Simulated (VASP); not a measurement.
Wanted: the native input for a VASP 6.6.1 run.

- Task: single point
- Functional: PBE
- Potentials or basis: VASP PAW PBE potentials, release 64 (B, N)
- Cutoff: 600 eV
- k mesh: 10 × 10 × 10
- Occupations: methfessel-paxton, width 0.05 eV
- Spin: no spin polarisation
- Dipole correction: no
- Further INCAR settings: ALGO = Normal; EDIFF = 1e-06; NBANDS = 11

The structure of BN (Qingsongite) lies in POSCAR:

```
BN
1.0
    0.0000000000      1.8123497580      1.8123497580
    1.8123497580      0.0000000000      1.8123497580
    1.8123497580      1.8123497580      0.0000000000
B N
1 1
Direct
    0.0000000000      0.0000000000      0.0000000000
    0.2500000000      0.2500000000      0.2500000000
```

One way to write it, as run:

INCAR

```
SYSTEM = BN
ALGO = Normal ; EDIFF = 1E-6
ENCUT = 600 ; GGA = PE
GGA_COMPAT = .False. ; ISIF = 2
ISMEAR = 1 ; LASPH = .True.
LCHARG = .True. ; LELF = .True.
LREAL = .False. ; LVHAR = .True.
LWAVE = .False. ; NBANDS = 11
NELM = 120 ; PREC = Accurate
SIGMA = 0.05
```

KPOINTS

```
k-points
0
Gamma
  10 10 10
  0 0 0
```

Potentials or basis: VASP PAW PBE potentials, release 64 (B, N).

The run is started by

```console
$ cat potpaw_PBE.64/B/POTCAR potpaw_PBE.64/N/POTCAR > POTCAR
$ mpirun -np 1 vasp_std > vasp.out
```

Results of the run:

```
Pressure               : 0.0 GPa
Band gap on the k mesh : 4.45 eV, indirect (least direct gap 8.78 eV)
```

It took 5.7 s on 1 thread of Intel(R) Xeon(R) 6975P-C (Granite Rapids) (shared host), peak memory 0.12 GiB.
